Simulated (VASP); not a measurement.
# LaAgS2 (P4/mmm) in VASP: a series of runs, part 2 of 2

VASP 6.6.1. The steps go on from the part before.

## 5. Relaxation of cell and atoms, r2SCAN

This run uses another cell than the first one, of 23.95 Å³/atom, 1.002 times its volume.

POSCAR reads:

```
LaAgS2
1.0
    4.1310653084      0.0000000000      0.0000000000
    0.0000000000      4.1310653084      0.0000000000
    0.0000000000      0.0000000000      5.6135202690
Ag S La
1 2 1
Direct
    0.0000000000      0.0000000000      0.0000000000
    0.0000000000      0.0000000000      0.5000000000
    0.5000000000      0.5000000000      0.0000000000
    0.5000000000      0.5000000000      0.5000000000
```

INCAR.step1 reads:

```
PREC     = Accurate       # precision mode
ENCUT    = 600            # plane-wave cutoff, eV
ISMEAR   = -1             # smearing method
SIGMA    = 0.02           # smearing width, eV
LREAL    = False          # projectors in reciprocal space
LASPH    = True           # aspherical terms in the spheres
NELM     = 100            # most SCF steps
GGA      = PE             # functional
ALGO     = Normal         # electronic algorithm
EDIFF    = 1E-4           # SCF threshold, eV
LWAVE    = True           # write WAVECAR
LCHARG   = False          # write CHGCAR
```

INCAR.step2 reads:

```
PREC     = Accurate       # precision mode
ENCUT    = 600            # plane-wave cutoff, eV
EDIFF    = 1E-6           # SCF threshold, eV
ISMEAR   = -1             # smearing method
SIGMA    = 0.02           # smearing width, eV
LREAL    = False          # projectors in reciprocal space
LASPH    = True           # aspherical terms in the spheres
NELM     = 100            # most SCF steps
ALGO     = Normal         # electronic algorithm
ISIF     = 3              # what is computed and relaxed
LWAVE    = False          # write WAVECAR
LCHARG   = False          # write CHGCAR
METAGGA  = R2SCAN         # meta-GGA
LMIXTAU  = True         
IBRION   = 2              # ionic algorithm
NSW      = 80             # ionic steps
EDIFFG   = -0.005         # ionic threshold
ISTART   = 1
```

KPOINTS reads:

```
regular mesh
0
Gamma
  6 6 4
```

Potentials or basis: VASP PAW PBE potentials, release 64 (Ag, S, La).

Command:

```bash
cat potpaw_PBE.64/Ag/POTCAR potpaw_PBE.64/S/POTCAR potpaw_PBE.64/La/POTCAR > POTCAR
cp INCAR.step1 INCAR
mpirun -np 1 vasp_std > vasp.out
cp INCAR.step2 INCAR
mpirun -np 1 vasp_std > vasp.out
```

OUTCAR:

```text
PREC = Accurate
   ENCUT = 600
   EDIFF = 1E-6
   ISMEAR = -1
   LREAL = False
   LASPH = True
   NELM = 100
   ISIF = 3
   METAGGA = R2SCAN
   IBRION = 2
   NSW = 80
   EDIFFG = -0.005
   ISTART = 1

 ion  position               nearest neighbor table
   1  0.000  0.000  0.000-   2 2.81   2 2.81   3 2.92   3 2.92   3 2.92   3 2.92
   2  0.000  0.000  0.500-   1 2.81   1 2.81   4 2.92   4 2.92   4 2.92   4 2.92
   3  0.500  0.500  0.000-   4 2.81   4 2.81   1 2.92   1 2.92   1 2.92   1 2.92
   4  0.500  0.500  0.500-   3 2.81   3 2.81   2 2.92   2 2.92   2 2.92   2 2.92

  LATTYP: Found a simple tetragonal cell.
 ALAT       =     4.1310653084
 C/A-ratio  =     1.3588553678

  Lattice vectors:

 A1 = (   4.1310653084,   0.0000000000,   0.0000000000)
 A2 = (   0.0000000000,   4.1310653084,   0.0000000000)
 A3 = (   0.0000000000,   0.0000000000,   5.6135202690)

Analysis of symmetry for initial positions (statically):
=====================================================================
 Subroutine PRICEL returns:
 Original cell was already a primitive cell.

 Routine SETGRP: Setting up the symmetry group for a
 simple tetragonal supercell.

 Subroutine GETGRP returns: Found 16 space group operations
 (whereof 16 operations were pure point group operations)
 out of a pool of 16 trial point group operations.

The static configuration has the point symmetry D_4h.

Analysis of symmetry for dynamics (positions and initial velocities):
=====================================================================
 Subroutine PRICEL returns:
 Original cell was already a primitive cell.

 Routine SETGRP: Setting up the symmetry group for a
 simple tetragonal supercell.

 Subroutine GETGRP returns: Found 16 space group operations
 (whereof 16 operations were pure point group operations)
 out of a pool of 16 trial point group operations.

The dynamic configuration has the point symmetry D_4h.

 Subroutine INISYM returns: Found 16 space group operations
 (whereof 16 operations are pure point group operations),
[... 127 lines left out ...]
   AEXX    =    0.0000 exact exchange contribution
   IVDW    =     0    specifies the selected vdW correction
   LEPSILON=     F    determine dielectric tensor
   LRPA    =     F    only Hartree local field effects (RPA)
 conjugate gradient relaxation of ions
 non-spin polarized calculation
  energy-cutoff  :      600.00
  volume of cell :       95.80
 maximum number of plane-waves:      3224
 NGX is ok and might be reduce to    36
   NGX = 17   NGY = 17   NGZ = 23

--------------------------------------- Ionic step        1  -------------------------------------------

 number of electron      34.0000001 magnetization

 Free energy of the ion-electron system (eV)
  ---------------------------------------------------
  ext. energy  EPLUGINS =         0.00000000
  ---------------------------------------------------
  free energy    TOTEN  =       -73.13061986 eV

  energy without entropy =      -73.12879517  energy(sigma->0) =      -73.12970752

------------------------ aborting loop because EDIFF is reached ----------------------------------------

  FORCE on cell =-STRESS in cart. coord.  units (eV):
  Direction    XX          YY          ZZ          XY          YZ          ZX
  --------------------------------------------------------------------------------------
  -------------------------------------------------------------------------------------
  Total       -0.1619418     -0.1619418     -0.2883377      0.0000000      0.0000000     -0.0000000
  in kB       -2.7083828     -2.7083828     -4.8222820      0.0000000      0.0000000     -0.0000000
  external PRESSURE =      -3.4130158 kB  Pullay stress =       0.0000000 kB
[... 63 lines left out ...]
--------------------------------------- Ionic step        3  -------------------------------------------

 number of electron      34.0000001 magnetization

 Free energy of the ion-electron system (eV)
  ---------------------------------------------------
  ext. energy  EPLUGINS =         0.00000000
  ---------------------------------------------------
  free energy    TOTEN  =       -73.13118134 eV

  energy without entropy =      -73.12938509  energy(sigma->0) =      -73.13028322

 E-fermi :   6.1669     XC(G=0): -10.4231

 val. band max:        6.1609368867   @ k =   0.0000   0.0000   0.0000
 cond. band min:       6.2053523094   @ k =   0.5000   0.0000   0.5000
 fundamental gap:      0.0444154227
 Fermi energy:         6.1668873683

 k-point     1 :       0.0000    0.0000    0.0000
  band No.  band energies     occupation
      1     -27.5152      2.00000
      2     -10.8769      2.00000
      3     -10.7803      2.00000
      4     -10.7803      2.00000
      5      -7.3682      2.00000
      6      -6.4333      2.00000
[... 565 lines left out ...]
     20       8.6758      0.00000
     21       8.8085      0.00000

 [... further k-points ...]

------------------------ aborting loop because EDIFF is reached ----------------------------------------

  FORCE on cell =-STRESS in cart. coord.  units (eV):
  Direction    XX          YY          ZZ          XY          YZ          ZX
  --------------------------------------------------------------------------------------
  -------------------------------------------------------------------------------------
  Total        0.0035678      0.0035678      0.0030980      0.0000000      0.0000000     -0.0000000
  in kB        0.0599657      0.0599657      0.0520694      0.0000000      0.0000000     -0.0000000
  external PRESSURE =       0.0573336 kB  Pullay stress =       0.0000000 kB
[... 19 lines left out ...]
  FREE ENERGIE OF THE ION-ELECTRON SYSTEM (eV)
  ---------------------------------------------------
  free  energy   TOTEN  =       -73.1311813426 eV

  energy  without entropy=      -73.1293850896  energy(sigma->0) =      -73.13028322

 reached required accuracy - stopping structural energy minimisation
```

OUTCAR.step1:

```text
PREC = Accurate
   ENCUT = 600
   ISMEAR = -1
   LREAL = False
   LASPH = True
   NELM = 100
[... 804 lines left out ...]
      0.00000      0.00000      2.80676         0.000000      0.000000      0.000000
      2.06553      2.06553      0.00000         0.000000      0.000000      0.000000
      2.06553      2.06553      2.80676         0.000000      0.000000      0.000000
 -----------------------------------------------------------------------------------
    total drift:                               -0.000000      0.000000      0.000000

  FREE ENERGIE OF THE ION-ELECTRON SYSTEM (eV)
  ---------------------------------------------------
  free  energy   TOTEN  =       -20.9849393191 eV

  energy  without entropy=      -20.9834004552  energy(sigma->0) =      -20.98416989
```

OSZICAR.step1:

```text
N       E                     dE             d eps       ncg     rms          rms(c)
DAV:   1     0.314956868687E+03    0.31496E+03   -0.15187E+04  1260   0.229E+03
DAV:   2     0.471150322948E+02   -0.26784E+03   -0.25302E+03  1566   0.361E+02
DAV:   3    -0.141911033153E+02   -0.61306E+02   -0.58760E+02  1913   0.172E+02
DAV:   4    -0.215119228863E+02   -0.73208E+01   -0.67214E+01  2244   0.517E+01
DAV:   5    -0.220469296470E+02   -0.53501E+00   -0.52658E+00  1883   0.130E+01    0.793E+00
DAV:   6    -0.210300284828E+02    0.10169E+01   -0.76275E+00  1878   0.242E+01    0.734E+00
DAV:   7    -0.209731354732E+02    0.56893E-01   -0.14916E+00  1950   0.107E+01    0.449E+00
DAV:   8    -0.209770349844E+02   -0.38995E-02   -0.16268E-01  1776   0.391E+00    0.153E+00
DAV:   9    -0.209838520952E+02   -0.68171E-02   -0.31527E-02  2227   0.174E+00    0.263E-01
DAV:  10    -0.209845899103E+02   -0.73782E-03   -0.44131E-03  1832   0.646E-01    0.138E-01
DAV:  11    -0.209849476099E+02   -0.35770E-03   -0.11814E-03  1960   0.278E-01    0.362E-02
DAV:  12    -0.209849393191E+02    0.82907E-05   -0.67454E-05  1075   0.961E-02
   1 F= -.20984939E+02 E0= -.20984170E+02  d E =-.153886E-02
```

Run time: 20 min. Hardware: 1 thread of Oxide Virtual Turin-like, shared host; peak memory 0.3 GiB.

What came out:

```yaml
Free_energy: -73.1312 eV
Relaxed_volume: 23.83 Å³/atom
Relaxed_cell: a = 4.126 Å, b = 4.126 Å, c = 5.600 Å, α = 90.00°, β = 90.00°, γ = 90.00°
Space_group_after_relaxing_to_0.05_Å: P4/mmm (No. 123)
Energy_gained_by_relaxing: 0.1 meV/atom
Ionic_steps: 3
Pressure_after_relaxing: 0.0 GPa
Band_gap_on_the_k_mesh: zero (band 17 reaches 6.21 eV, above the bottom of band 18 at 6.13 eV)
```

Step by step:
```csv
step,energy change (eV),largest force (eV/Å),pressure (GPa),volume (Å³)
1,0.0000,0.0000,-0.34,95.80
2,-0.0004,0.0000,0.18,95.09
3,-0.0006,0.0000,0.01,95.32
```

Final structure:
```xyz
4
Lattice="4.1256 0.0000 0.0000 0.0000 4.1256 0.0000 0.0000 0.0000 5.6004" Properties=species:S:1:pos:R:3 pbc="T T T"
Ag    0.0000    0.0000    0.0000
S     0.0000    0.0000    2.8002
S     2.0628    2.0628    0.0000
La    2.0628    2.0628    2.8002
```

Levels at points of the mesh, in eV from the Fermi level:
| k point | band 14 | band 15 | band 16 | band 17 | band 18 | band 19 | band 20 | band 21 |
| --- | --- | --- | --- | --- | --- | --- | --- | --- |
| (0.00, 0.00, 0.00) | -2.63 | -1.61 | -1.61 | -1.45 | -0.01 | 1.23 | 2.63 | 2.70 |
| (0.50, 0.00, 0.00) | -3.10 | -2.37 | -1.24 | -0.02 | 2.40 | 2.65 | 2.74 | 2.80 |
| (0.50, 0.50, 0.00) | -2.90 | -2.30 | -2.30 | -1.41 | 1.50 | 1.50 | 1.60 | 2.68 |
| (0.00, 0.00, 0.50) | -2.15 | -2.02 | -2.02 | -1.96 | -0.04 | 2.61 | 2.69 | 2.85 |
| (0.50, 0.00, 0.50) | -2.83 | -2.46 | -0.24 | 0.04 | 2.23 | 2.38 | 2.51 | 2.64 |
| (0.50, 0.50, 0.50) | -2.88 | -2.25 | -2.25 | -1.94 | 2.68 | 2.68 | 2.79 | 2.79 |

Caveat: the PAW data sets were made with another functional, which shifts forces and pressure a little; spin-orbit coupling is left out, which moves the levels of the heavy elements.

## 6. Summary

```tsv
task	level	potentials or basis	cell	k mesh	cutoff (eV)	gap on the mesh (eV)	pressure (GPa)
single point	PBE	VASP PAW PBE potentials, release 64 (Ag, S, La)	a = 4.130, b = 4.130, c = 5.605 Å, 4 atoms	6 × 6 × 6	520	none	0.0
single point	LDA	VASP PAW LDA potentials, release 64 (Ag, S, La)	a = 4.130, b = 4.130, c = 5.605 Å, 4 atoms	6 × 6 × 6	520	none	-5.3
single point	r2SCAN	VASP PAW PBE potentials, release 64 (Ag, S, La)	a = 4.130, b = 4.130, c = 5.605 Å, 4 atoms	6 × 6 × 4	520	none	-0.2
relaxation of cell and atoms	r2SCAN	VASP PAW PBE potentials, release 64 (Ag, S, La)	relaxed from a = 4.131, b = 4.131, c = 5.614 Å, 4 atoms	6 × 6 × 4	600	none	0.0
```

Alike in all rows: no spin polarisation; smearing fermi-dirac 0.02 eV.

Caveats: spin-orbit coupling is left out, which moves the levels of the heavy elements; the PAW data sets were made with another functional, which shifts forces and pressure a little (some runs).

Absolute energies hang on the potentials; compare differences alone.
